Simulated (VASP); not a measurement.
Set up this calculation in VASP 6.6.1, as the native input.

- Task: single point
- Functional: PBE
- Potentials or basis: VASP PAW PBE potentials, release 64 (Sb)
- Cutoff: 520 eV
- k mesh: 12 × 12 × 12
- Occupations: gaussian, width 0.15 eV
- Spin: no spin polarisation
- Dipole correction: no
- Further INCAR settings: ALGO = Normal; EDIFF = 1e-06; NBANDS = 12

The structure of Sb lies in POSCAR:

```
Sb
1.0
    2.0968353237      1.2106084386      3.6504000000
   -2.0968353237      1.2106084386      3.6504000000
    0.0000000000     -2.4212168771      3.6504000000
Sb
2
Direct
    0.2336400000      0.2336400000      0.2336400000
    0.7663600000      0.7663600000      0.7663600000
```

This cell differs from its parent crystal: strain -0.025 along x and y, -0.025 along z.

These files were run (other wordings do the same):

INCAR

```
  ALGO = Normal
  EDIFF = 1E-6
  ENCUT = 520
  GGA = PE
  ISIF = 2
  ISMEAR = 0
  LASPH = True
  LCHARG = True
  LELF = True
  LREAL = False
  LVHAR = True
  LWAVE = False
  NBANDS = 12
  NELM = 80
  PREC = Accurate
  SIGMA = 0.15
```

KPOINTS

```
k-points
0
Gamma
  12 12 12
```

Potentials or basis: VASP PAW PBE potentials, release 64 (Sb).

Command:

```bash
$ cat potpaw_PBE.64/Sb/POTCAR > POTCAR
$ mpirun -np 1 vasp_std > vasp.out
```

It gave:

```
Pressure               : 9.0 GPa
Largest force          : 0.732 eV/Å
Band gap on the k mesh : zero (band 5 reaches 8.63 eV, above the bottom of band 6 at 8.20 eV)
```

Caveat: the cell differs from its parent crystal (strain -0.025 along x and y, -0.025 along z); spin-orbit coupling is left out, which moves the levels of the heavy elements.

It took 42 s on 1 thread of Intel(R) Xeon(R) 6975P-C (Granite Rapids) (shared host), peak memory 0.26 GiB.
